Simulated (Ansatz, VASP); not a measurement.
**One calculation of Hg2Se3, two programs**

File INCAR:

```
ALGO = Normal ; EDIFF = 1E-6
ENCUT = 520 ; GGA = PE
ISIF = 2 ; ISMEAR = 0
LASPH = T ; LCHARG = T
LELF = T ; LREAL = F
LVHAR = T ; LWAVE = F
NBANDS = 29 ; NELM = 100
PREC = Accurate ; SIGMA = 0.1
```

File KPOINTS:

```
k-points
0
Gamma
  4 4 4
```

Contents of POSCAR:

```
Hg2Se3
1.0
    5.1395116500      0.0000000000      0.0000000000
    0.0000000000      5.1395116500      0.0000000000
    0.0000000000      0.0000000000      5.1395116500
Hg Se
2 3
Direct
    0.5000000000      0.5000000000      0.5000000000
    0.0000000000      0.0000000000      0.0000000000
    0.5000000000      0.0000000000      0.0000000000
    0.0000000000      0.5000000000      0.0000000000
    0.0000000000      0.0000000000      0.5000000000
```

Input for Ansatz:

```yaml
crystal:
  lattice:
    - [5.13951165, 0.0, 0.0]
    - [0.0, 5.13951165, 0.0]
    - [0.0, 0.0, 5.13951165]
  atoms:
    - { symbol: Hg, position: [0.5, 0.5, 0.5] }
    - { symbol: Hg, position: [0.0, 0.0, 0.0] }
    - { symbol: Se, position: [0.5, 0.0, 0.0] }
    - { symbol: Se, position: [0.0, 0.5, 0.0] }
    - { symbol: Se, position: [0.0, 0.0, 0.5] }
basis:
  ecutwfc: 420
kpoints:
  mp_grid: { grid: [4, 4, 4] }
hamiltonian:
  xc: pbe
scf:
  occupations: { method: gaussian, width: 0.1 }
  lower_state_search: "off"
output:
  forces: true
  stress: true
  eigenvalues: true
```

Alike in both runs: task single point; functional PBE; k mesh 4 × 4 × 4; occupations gaussian, width 0.1 eV; no spin polarisation.

|  | VASP | Ansatz |
| --- | --- | --- |
| version | VASP 6.6.1 | Ansatz 0.2.0 |
| potentials or method | VASP PAW PBE potentials, release 64 (Hg, Se), cutoff 520 eV | scalar-relativistic, plane waves, PAW |
| valence electrons in the cell | 42 | 88 |

|  | VASP | Ansatz | Ansatz less VASP |
| --- | --- | --- | --- |
| gap on the k mesh at the Fermi level (eV) | none | none | - |
| pressure (GPa) | 4.9 | 4.5 | -0.39 |

A gap of «none» marks a metal or a gap that the smearing closes. VASP's potentials hold 42 valence electrons a cell and Ansatz's 88, so a difference there can come from the potentials and not from the codes.

Spin-orbit coupling is off throughout.
